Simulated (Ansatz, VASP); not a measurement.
# BeSi: VASP beside Ansatz

```xyz
2
Lattice="2.4713 0.0000 0.0000 -1.2357 2.1402 0.0000 0.0000 0.0000 4.8967" Properties=species:S:1:pos:R:3 pbc="T T T"
Be    0.0000    0.0000    0.0000
Si    0.0000    0.0000    2.4484
```

Change from the starting cell: ordered superstructure of hcp with vacancies (P6/mmm, No. 191).

Alike in both runs: task relaxation of cell and atoms; functional PBE; k mesh 24 × 24 × 12; occupations gaussian, width 0.1 eV; no spin polarisation.

|  | VASP | Ansatz |
| --- | --- | --- |
| version | VASP 6.6.1 | Ansatz 0.2.0 |
| potentials or method | VASP PAW PBE potentials, release 64 (Be, Si), cutoff 600 eV | scalar-relativistic, plane waves, PAW |
| valence electrons in the cell | 6 | 6 |

|  | VASP | Ansatz | Ansatz less VASP |
| --- | --- | --- | --- |
| gap on the k mesh at the Fermi level, each at its own relaxed structure (eV) | none | none | - |
| relaxed volume (Å³/atom) | 13.04 | 13.03 | -0.005 |
| relaxed length of the cell vector where the two differ most in proportion (Å) | 2.496 | 2.496 | -0.0006 |

A gap of «none» marks a metal or a gap that the smearing closes.
